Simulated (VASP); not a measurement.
Set up this calculation in VASP 6.6.1, as the native input.

```
Task                   : single point
Functional             : PBEsol
Potentials or basis    : VASP PAW PBE potentials, release 64 (B)
Cutoff                 : 520 eV
k mesh                 : 21 × 21 × 21
Occupations            : fermi-dirac, width 0.1 eV
Spin                   : no spin polarisation
Dipole correction      : no
Further INCAR settings : ALGO = Normal; EDIFF = 1e-07; NBANDS = 8
```

The structure of B lies in POSCAR:

```
B
1.0
   -1.1175775399      1.1175775399      1.1175775399
    1.1175775399     -1.1175775399      1.1175775399
    1.1175775399      1.1175775399     -1.1175775399
B
1
Direct
    0.0000000000      0.0000000000      0.0000000000
```

This cell differs from its parent crystal: volume scaled by 0.92.

These files were run (other wordings do the same):

INCAR

```
PREC = Accurate
ENCUT = 520
EDIFF = 1E-7
ISMEAR = -1
SIGMA = 0.1
LREAL = False
LASPH = True
NELM = 60
ALGO = Normal
ISIF = 2
LWAVE = False
LCHARG = False
GGA = PS
NBANDS = 8
```

KPOINTS

```
Automatic mesh
0
Gamma
  21 21 21
```

Potentials or basis: VASP PAW PBE potentials, release 64 (B).

Run with:

```bash
$ cat potpaw_PBE.64/B/POTCAR > POTCAR
$ mpirun -np 1 vasp_std > vasp.out
```

It gave:

The pressure is 23.7 GPa.

Caveat: the PAW data sets were made with another functional, which shifts forces and pressure a little.

Wall time 3.3 s on 1 thread of Intel(R) Xeon(R) Platinum 8488C (Sapphire Rapids), with other jobs on the host, peak memory 0.11 GiB.
